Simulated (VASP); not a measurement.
# Sb (Fd-3m) in VASP: a series of runs

Runs on Sb. Level: PBEsol. Tasks: single point.

All numbers are computed with VASP 6.6.1; they aren't measurements. Logs are shortened: lines on timing, memory, paths and dates and some standing lists are left out, and cuts for length are marked.

## 1. The cell of the first run

The structure is cubic, space group Fd-3m (No. 227). Conventional cell: a = 6.752 Å, b = 6.752 Å, c = 6.752 Å, α = 90.00°, β = 90.00°, γ = 90.00°. Sb (site symmetry -43m) has 4 Sb at 2.92 Å within 3.9 Å.

This isn't the form of Sb at room conditions, which is rhombohedral.

## 2. Single point, PBEsol (38.48 Å³/atom)

File INCAR:

```
PREC = Accurate
ENCUT = 500
EDIFF = 1E-6
ISMEAR = -1
SIGMA = 0.1
LREAL = False
LASPH = True
NELM = 120
ALGO = Normal
ISIF = 2
LWAVE = False
LCHARG = False
GGA = PS
NBANDS = 12
GGA_COMPAT = False
```

File KPOINTS:

```
regular mesh
0
Gamma
  10 10 10
```

File POSCAR:

```
Sb
1.0
    0.0000000000      3.3760385711      3.3760385711
    3.3760385711      0.0000000000      3.3760385711
    3.3760385711      3.3760385711      0.0000000000
Sb
2
Direct
   -0.1250000000     -0.1250000000     -0.1250000000
    0.1250000000      0.1250000000      0.1250000000
```

Potentials or basis: VASP PAW PBE potentials, release 64 (Sb).

Command:

```bash
cat potpaw_PBE.64/Sb/POTCAR > POTCAR
mpirun -np 1 vasp_std > vasp.out
```

OUTCAR:

```text
PREC = Accurate
   ENCUT = 500
   EDIFF = 1E-6
   ISMEAR = -1
   LREAL = False
   LASPH = True
   NELM = 120
   ISIF = 2
   GGA = PS

 ion  position               nearest neighbor table
   1  0.875  0.875  0.875-   2 2.92   2 2.92   2 2.92   2 2.92
   2  0.125  0.125  0.125-   1 2.92   1 2.92   1 2.92   1 2.92

  LATTYP: Found a face centered cubic cell.
 ALAT       =     6.7520771422

  Lattice vectors:

 A1 = (   0.0000000000,   3.3760385711,   3.3760385711)
 A2 = (   3.3760385711,   0.0000000000,   3.3760385711)
 A3 = (   3.3760385711,   3.3760385711,   0.0000000000)

Analysis of symmetry for initial positions (statically):
=====================================================================
 Subroutine PRICEL returns:
 Original cell was already a primitive cell.

 Routine SETGRP: Setting up the symmetry group for a
 face centered cubic supercell.

 Subroutine GETGRP returns: Found 48 space group operations
 (whereof 12 operations were pure point group operations)
 out of a pool of 48 trial point group operations.

The static configuration has the point symmetry D_3d.
 The point group associated with its full space group is O_h .

Analysis of symmetry for dynamics (positions and initial velocities):
=====================================================================
 Subroutine PRICEL returns:
 Original cell was already a primitive cell.

 Routine SETGRP: Setting up the symmetry group for a
 face centered cubic supercell.

 Subroutine GETGRP returns: Found 48 space group operations
 (whereof 12 operations were pure point group operations)
 out of a pool of 48 trial point group operations.

The dynamic configuration has the point symmetry D_3d.
 The point group associated with its full space group is O_h .

 Subroutine INISYM returns: Found 48 space group operations
 (whereof 12 operations are pure point group operations),
 and found     1 'primitive' translations

----------------------------------------------------------------------------------------

                                     Primitive cell

  volume of cell :      76.9577

  direct lattice vectors                    reciprocal lattice vectors
     0.000000000  3.376038571  3.376038571    -0.148102573  0.148102573  0.148102573
     3.376038571  0.000000000  3.376038571     0.148102573 -0.148102573  0.148102573
     3.376038571  3.376038571  0.000000000     0.148102573  0.148102573 -0.148102573

  length of vectors
[... 83 lines left out ...]
   LREAL  =      F    real-space projection
[... 7 lines left out ...]
   TEBEG  =    0.0;   TEEND  =   0.0 temperature during run
   PSTRESS=    0.0 pullay stress
   NELECT =      10.0000    total number of electrons
   NUPDOWN=      -1.0000    fix difference up-down
   EMIN   =  10.00;   EMAX   =-10.00  energy-range for DOS
   EFERMI =   0.00;   METHOD = LEGACY
   ISMEAR =    -1;   SIGMA  =   0.10  broadening in eV -4-tet -1-fermi 0-gaus
   EFERMI_NEDOS =   21; number of points for ismear=-14 and -15
   IALGO  =     38    algorithm
   IMIX   =      4    mixing-type and parameters
     AMIX     =   0.40;   BMIX     =  1.00
     AMIX_MAG =   1.60;   BMIX_MAG =  1.00
  volume/ion in A,a.u.               =      38.48       259.67
  Fermi-wavevector in a.u.,A,eV,Ry     =   0.829196  1.566954  9.354914  0.687567
  Thomas-Fermi vector in A             =   1.941702
   LORBIT       =      0    0 simple, 1 ext, 2 COOP (PROOUT), +10 PAW based schemes
   GGA     = PS    functional components
   LHFCALC =     F    Hartree Fock is set to
   AEXX    =    0.0000 exact exchange contribution
   IVDW    =     0    specifies the selected vdW correction
   LEPSILON=     F    determine dielectric tensor
   LRPA    =     F    only Hartree local field effects (RPA)
 non-spin polarized calculation
  energy-cutoff  :      500.00
  volume of cell :       76.96
 maximum number of plane-waves:      1980
   NGX = 17   NGY = 17   NGZ = 17

 number of electron      10.0000001 magnetization

 Free energy of the ion-electron system (eV)
  ---------------------------------------------------
  ext. energy  EPLUGINS =         0.00000000
  ---------------------------------------------------
  free energy    TOTEN  =        -8.32014089 eV

  energy without entropy =       -8.27426154  energy(sigma->0) =       -8.29720121

 E-fermi :   4.6349     XC(G=0):  -8.4500

 val. band max:        4.6322786438   @ k =   0.4000   0.3000   0.1000
 cond. band min:       4.8993634244   @ k =   0.1000   0.1000   0.0000
 fundamental gap:      0.2670847806
 Fermi energy:         4.6349317678

 k-point     1 :       0.0000    0.0000    0.0000
  band No.  band energies     occupation
      1      -7.3809      2.00000
      2      -0.2281      2.00000
      3       2.7645      2.00000
      4       2.7645      2.00000
      5       2.7645      2.00000
      6       5.1501      0.01151
      7       5.1501      0.01151
      8       5.1501      0.01151
      9       8.4884      0.00000
     10      11.0867      0.00000
     11      11.0867      0.00000
     12      12.1759      0.00000
[... 331 lines left out ...]
 k-point    24 :       0.4000    0.3000    0.0000
  band No.  band energies     occupation
      1      -6.1173      2.00000
      2      -3.4854      2.00000
      3       1.0287      2.00000
      4       1.2159      2.00000
      5       4.1816      1.97873
      6       4.6096      1.12577
      7       7.9009      0.00000
      8       8.1231      0.00000
      9       9.8568      0.00000
     10      11.8116      0.00000
     11      12.4178      0.00000
     12      13.8972      0.00000

 [... further k-points ...]

------------------------ aborting loop because EDIFF is reached ----------------------------------------

  FORCE on cell =-STRESS in cart. coord.  units (eV):
  Direction    XX          YY          ZZ          XY          YZ          ZX
  --------------------------------------------------------------------------------------
  -------------------------------------------------------------------------------------
  Total        1.0377058      1.0377058      1.0377058      0.0000000      0.0000000      0.0000000
  in kB       21.6039228     21.6039228     21.6039228      0.0000000      0.0000000      0.0000000
  external PRESSURE =      21.6039228 kB  Pullay stress =       0.0000000 kB

 VOLUME and BASIS-vectors are now :
 -----------------------------------------------------------------------------
  energy-cutoff  :      500.00
  volume of cell :       76.96
      direct lattice vectors                 reciprocal lattice vectors
     0.000000000  3.376038571  3.376038571    -0.148102573  0.148102573  0.148102573
     3.376038571  0.000000000  3.376038571     0.148102573 -0.148102573  0.148102573
     3.376038571  3.376038571  0.000000000     0.148102573  0.148102573 -0.148102573

 POSITION                                       TOTAL-FORCE (eV/Angst)
 -----------------------------------------------------------------------------------
      5.90807      5.90807      5.90807        -0.000000      0.000000     -0.000000
      0.84401      0.84401      0.84401         0.000000     -0.000000      0.000000
 -----------------------------------------------------------------------------------
    total drift:                               -0.000000      0.000000      0.000000

  FREE ENERGIE OF THE ION-ELECTRON SYSTEM (eV)
  ---------------------------------------------------
  free  energy   TOTEN  =        -8.3201408911 eV

  energy  without entropy=       -8.2742615360  energy(sigma->0) =       -8.29720121
```

OSZICAR:

```text
N       E                     dE             d eps       ncg     rms          rms(c)
DAV:   1     0.305750842246E+02    0.30575E+02   -0.31745E+03  1128   0.610E+02
DAV:   2    -0.631535241576E+01   -0.36890E+02   -0.35503E+02  1504   0.949E+01
DAV:   3    -0.833394365136E+01   -0.20186E+01   -0.19922E+01  1428   0.246E+01
DAV:   4    -0.835758485227E+01   -0.23641E-01   -0.23638E-01  1248   0.319E+00
DAV:   5    -0.835800926260E+01   -0.42441E-03   -0.42441E-03  1388   0.471E-01    0.279E+00
DAV:   6    -0.833276515586E+01    0.25244E-01   -0.10836E-02  1248   0.481E-01    0.167E+00
DAV:   7    -0.832010188397E+01    0.12663E-01   -0.22562E-02  1236   0.697E-01    0.721E-02
DAV:   8    -0.832013299402E+01   -0.31110E-04   -0.90487E-04  1212   0.180E-01    0.240E-02
DAV:   9    -0.832013959209E+01   -0.65981E-05   -0.16946E-05  1368   0.302E-02    0.555E-03
DAV:  10    -0.832014078998E+01   -0.11979E-05   -0.28728E-06  1204   0.907E-03    0.377E-03
DAV:  11    -0.832014089110E+01   -0.10112E-06   -0.11660E-07   684   0.196E-03
   1 F= -.83201409E+01 E0= -.82972012E+01  d E =-.458794E-01
```

stdout:

```text
POSCAR found type information on POSCAR Sb
 POSCAR found :  1 types and       2 ions
 scaLAPACK will be used
 -----------------------------------------------------------------------------
|                                                                             |
|                                                                             |
|     You enforced a specific xc type in the INCAR file but a different       |
|     I HOPE YOU KNOW WHAT YOU ARE DOING!                                     |
|                                                                             |
 -----------------------------------------------------------------------------

 LDA part: xc-table for (Slater+PW92), standard interpolation
 POSCAR, INCAR and KPOINTS ok, starting setup
 FFT: planning ... GRIDC
 FFT: planning ... GRID_SOFT
 FFT: planning ... GRID
 WAVECAR not read
 entering main loop
```

Run time: 40 s. Hardware: 1 thread of Intel Xeon 6975P-C (Granite Rapids), shared host; peak memory 0.21 GiB.

What came out:

```yaml
Free_energy: -8.3201 eV
Pressure: 2.2 GPa
Band_gap_on_the_k_mesh: zero (bands 5 and 6 overlap by 1.31 eV)
```

Caveat: the PAW data sets were made with another functional, which shifts forces and pressure a little; spin-orbit coupling is left out, which moves the levels of the heavy elements.

## 3. Single point, PBEsol

This run uses another cell than the first one, of 40.50 Å³/atom.

File INCAR:

```
PREC     = Accurate       # precision mode
ENCUT    = 500            # plane-wave cutoff, eV
EDIFF    = 1E-6           # SCF threshold, eV
ISMEAR   = -1             # smearing method
SIGMA    = 0.1            # smearing width, eV
LREAL    = False          # projectors in reciprocal space
LASPH    = True           # aspherical terms in the spheres
NELM     = 120            # most SCF steps
ALGO     = Normal         # electronic algorithm
ISIF     = 2              # what is computed and relaxed
LWAVE    = False          # write WAVECAR
LCHARG   = False          # write CHGCAR
GGA      = PS             # functional
NBANDS   = 12             # bands
GGA_COMPAT= False
```

KPOINTS is that of step 2.

File POSCAR:

```
Sb
1.0
    0.0000000000      3.4342575737      3.4342575737
    3.4342575737      0.0000000000      3.4342575737
    3.4342575737      3.4342575737      0.0000000000
Sb
2
Direct
   -0.1250000000     -0.1250000000     -0.1250000000
    0.1250000000      0.1250000000      0.1250000000
```

Potentials or basis: VASP PAW PBE potentials, release 64 (Sb).

Command:

```bash
cat potpaw_PBE.64/Sb/POTCAR > POTCAR
mpirun -np 1 vasp_std > vasp.out
```

OUTCAR:

```text
PREC = Accurate
   ENCUT = 500
   EDIFF = 1E-6
   ISMEAR = -1
   LREAL = False
   LASPH = True
   NELM = 120
   ISIF = 2
   GGA = PS

 ion  position               nearest neighbor table
   1  0.875  0.875  0.875-   2 2.97   2 2.97   2 2.97   2 2.97
   2  0.125  0.125  0.125-   1 2.97   1 2.97   1 2.97   1 2.97

  LATTYP: Found a face centered cubic cell.
 ALAT       =     6.8685151474

  Lattice vectors:

 A1 = (   0.0000000000,   3.4342575737,   3.4342575737)
 A2 = (   3.4342575737,   0.0000000000,   3.4342575737)
 A3 = (   3.4342575737,   3.4342575737,   0.0000000000)

Analysis of symmetry for initial positions (statically):
=====================================================================
 Subroutine PRICEL returns:
 Original cell was already a primitive cell.

 Routine SETGRP: Setting up the symmetry group for a
 face centered cubic supercell.

 Subroutine GETGRP returns: Found 48 space group operations
 (whereof 12 operations were pure point group operations)
 out of a pool of 48 trial point group operations.

The static configuration has the point symmetry D_3d.
 The point group associated with its full space group is O_h .

Analysis of symmetry for dynamics (positions and initial velocities):
=====================================================================
 Subroutine PRICEL returns:
 Original cell was already a primitive cell.

 Routine SETGRP: Setting up the symmetry group for a
 face centered cubic supercell.

 Subroutine GETGRP returns: Found 48 space group operations
 (whereof 12 operations were pure point group operations)
 out of a pool of 48 trial point group operations.

The dynamic configuration has the point symmetry D_3d.
 The point group associated with its full space group is O_h .

 Subroutine INISYM returns: Found 48 space group operations
 (whereof 12 operations are pure point group operations),
 and found     1 'primitive' translations

[... 123 lines left out ...]
   LEPSILON=     F    determine dielectric tensor
   LRPA    =     F    only Hartree local field effects (RPA)
 non-spin polarized calculation
  energy-cutoff  :      500.00
  volume of cell :       81.01
 maximum number of plane-waves:      2085
   NGX = 17   NGY = 17   NGZ = 17

 number of electron      10.0000000 magnetization

 number of electron       9.9999999 magnetization

 Free energy of the ion-electron system (eV)
  ---------------------------------------------------
  ext. energy  EPLUGINS =         0.00000000
  ---------------------------------------------------
  free energy    TOTEN  =        -8.34796331 eV

  energy without entropy =       -8.30365656  energy(sigma->0) =       -8.32580994

 E-fermi :   4.1486     XC(G=0):  -8.2396

 val. band max:        4.1045337022   @ k =   0.4000   0.3000   0.0000
 cond. band min:       4.1492649888   @ k =   0.3000   0.2000   0.0000
 fundamental gap:      0.0447312866
 Fermi energy:         4.1486178865

 k-point     1 :       0.0000    0.0000    0.0000
  band No.  band energies     occupation
      1      -7.5497      2.00000
      2      -0.9689      2.00000
      3       2.3630      2.00000
      4       2.3630      2.00000
      5       2.3630      2.00000
      6       4.6935      0.00857
      7       4.6935      0.00857
      8       4.6935      0.00857
      9       8.0035      0.00000
     10      10.5699      0.00000
     11      10.5699      0.00000
     12      11.6771      0.00000
[... 331 lines left out ...]
 k-point    24 :       0.4000    0.3000    0.0000
  band No.  band energies     occupation
      1      -6.3619      2.00000
      2      -3.8989      2.00000
      3       0.7401      2.00000
      4       0.9135      2.00000
      5       3.7453      1.96518
      6       4.1045      1.21692
      7       7.3173      0.00000
      8       7.4872      0.00000
      9       9.2303      0.00000
     10      11.1510      0.00000
     11      11.8585      0.00000
     12      13.2644      0.00000

 [... further k-points ...]

------------------------ aborting loop because EDIFF is reached ----------------------------------------

  FORCE on cell =-STRESS in cart. coord.  units (eV):
  Direction    XX          YY          ZZ          XY          YZ          ZX
  --------------------------------------------------------------------------------------
  -------------------------------------------------------------------------------------
  Total        0.0630529      0.0630529      0.0630529      0.0000000      0.0000000      0.0000000
  in kB        1.2470582      1.2470582      1.2470582      0.0000000      0.0000000      0.0000000
  external PRESSURE =       1.2470582 kB  Pullay stress =       0.0000000 kB

 VOLUME and BASIS-vectors are now :
 -----------------------------------------------------------------------------
  energy-cutoff  :      500.00
  volume of cell :       81.01
      direct lattice vectors                 reciprocal lattice vectors
     0.000000000  3.434257574  3.434257574    -0.145591875  0.145591875  0.145591875
     3.434257574  0.000000000  3.434257574     0.145591875 -0.145591875  0.145591875
     3.434257574  3.434257574  0.000000000     0.145591875  0.145591875 -0.145591875

 POSITION                                       TOTAL-FORCE (eV/Angst)
 -----------------------------------------------------------------------------------
      6.00995      6.00995      6.00995        -0.000000      0.000000     -0.000000
      0.85856      0.85856      0.85856         0.000000     -0.000000      0.000000
 -----------------------------------------------------------------------------------
    total drift:                               -0.000000      0.000000      0.000000

  FREE ENERGIE OF THE ION-ELECTRON SYSTEM (eV)
  ---------------------------------------------------
  free  energy   TOTEN  =        -8.3479633133 eV

  energy  without entropy=       -8.3036565617  energy(sigma->0) =       -8.32580994
```

Run time: 34 s. Hardware: 1 thread of Intel Xeon 6975P-C (Granite Rapids), shared host; peak memory 0.21 GiB.

Results:

```
Free energy            : -8.3480 eV
Pressure               : 0.1 GPa
Band gap on the k mesh : zero (bands 5 and 6 overlap by 1.19 eV)
```

Levels at points of the mesh, in eV from the Fermi level:
| k point | band 1 | band 2 | band 3 | band 4 | band 5 | band 6 | band 7 | band 8 | band 9 | band 10 |
| --- | --- | --- | --- | --- | --- | --- | --- | --- | --- | --- |
| (0.00, 0.00, 0.00) | -11.70 | -5.12 | -1.79 | -1.79 | -1.79 | 0.54 | 0.54 | 0.54 | 3.85 | 6.42 |
| (0.50, 0.00, 0.00) | -10.57 | -8.10 | -2.60 | -2.60 | -2.24 | 1.61 | 1.61 | 4.23 | 5.59 | 6.35 |
| (0.50, 0.50, 0.00) | -9.41 | -9.41 | -3.50 | -3.50 | -0.49 | -0.49 | 4.43 | 4.43 | 6.30 | 6.30 |

Caveat: the PAW data sets were made with another functional, which shifts forces and pressure a little; spin-orbit coupling is left out, which moves the levels of the heavy elements.
